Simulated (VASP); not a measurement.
# MgO: single point with PBE+D3(BJ)

The system is MgO.

```
Mg O
1.0
     0.00000    2.12189    2.12189
     2.12189    0.00000    2.12189
     2.12189    2.12189    0.00000
Mg O
1 1
Direct
  0.00000 0.00000 0.00000
  0.50000 0.50000 0.50000
```

This cell differs from its parent crystal: volume scaled by 1.02.

- Program: VASP 6.6.1
- Task: single point
- Functional: PBE
- Dispersion: D3(BJ)
- Potentials or basis: VASP PAW PBE potentials, release 64 (Mg, O)
- Cutoff: 520 eV
- k mesh: 10 × 10 × 10
- Occupations: gaussian, width 0.05 eV
- Spin: no spin polarisation

The pressure is -4.6 GPa and the band gap on the k mesh is 4.51 eV, direct. The dispersion energy per atom is -0.286 eV.

Levels at points of the mesh, in eV from the valence-band top:
| k point | band 1 | band 2 | band 3 | band 4 | band 5 | band 6 | band 7 | band 8 | band 9 |
| --- | --- | --- | --- | --- | --- | --- | --- | --- | --- |
| (0.00, 0.00, 0.00) | -17.15 | 0.00 | 0.00 | 0.00 | 4.51 | 15.67 | 15.67 | 15.67 | 19.53 |
| (0.50, 0.00, 0.00) | -15.92 | -4.52 | -0.63 | -0.63 | 7.75 | 12.35 | 16.08 | 16.08 | 20.55 |
| (0.50, 0.50, 0.00) | -15.67 | -3.99 | -1.32 | -1.32 | 9.09 | 9.73 | 12.86 | 18.63 | 18.63 |

It took 8.1 s on 1 thread of Intel(R) Xeon(R) Platinum 8488C (Sapphire Rapids), on a shared host, peak memory 0.15 GiB.

Caveat: three body term missing.
